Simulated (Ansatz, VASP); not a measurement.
# SiC in VASP and in Ansatz

```
CELL_PARAMETERS angstrom
-4.51510 -4.44922 0.00875
-0.02645 4.46692 4.48106
-4.46102 4.40387 -4.39157
ATOMIC_POSITIONS crystal
C 0.48077 0.94919 0.98256
C 0.00193 0.98503 0.04274
C 0.85404 0.14412 0.66555
C 0.86536 0.71332 0.64524
C 0.13700 0.82442 0.33386
C 0.13154 0.31529 0.58707
C 0.49417 0.52023 0.26199
C 0.02340 0.54889 0.25508
C 0.34159 0.68390 0.90899
C 0.71106 0.85374 0.59056
C 0.13496 0.82376 0.54672
C 0.00628 0.98089 0.25002
Si 0.29008 0.13989 0.64423
Si 0.68493 0.37497 0.30786
Si 0.16071 0.33920 0.33759
Si 0.48541 0.51444 0.01001
Si 0.03166 0.51369 0.01068
Si 0.32820 0.66489 0.65934
Si 0.68888 0.83661 0.34686
Si 0.30701 0.11821 0.93648
Si 0.82579 0.12017 0.92488
Si 0.70136 0.34897 0.60296
Si 0.85887 0.70603 0.89617
Si 0.46372 0.98335 0.23164
```

Alike in both runs: functional PBE; k mesh 4 × 4 × 3; occupations gaussian, width 0.1 eV; no spin polarisation.

Ansatz relaxed the structure, and its values are those at the end. VASP's run is a single point on that final structure, the one shown.

|  | VASP | Ansatz |
| --- | --- | --- |
| version | VASP 6.6.1 | Ansatz 0.2.0 |
| potentials or method | VASP PAW PBE potentials, release 64 (C, Si), cutoff 520 eV | scalar-relativistic, plane waves, PAW |
| valence electrons in the cell | 96 | 96 |

VASP gave:

```
gap on the k mesh at the Fermi level (eV) : 0.18
least direct gap on the mesh (eV)         : 0.18
pressure (GPa)                            : -0.1
rms of the force components (eV/Å)        : 0.012
```

Problem. What did Ansatz give for the same quantities?

Solution. gap on the k mesh at the Fermi level (eV): 0.19; least direct gap on the mesh (eV): 0.19; pressure (GPa): -0.1; rms of the force components (eV/Å): 0.012.
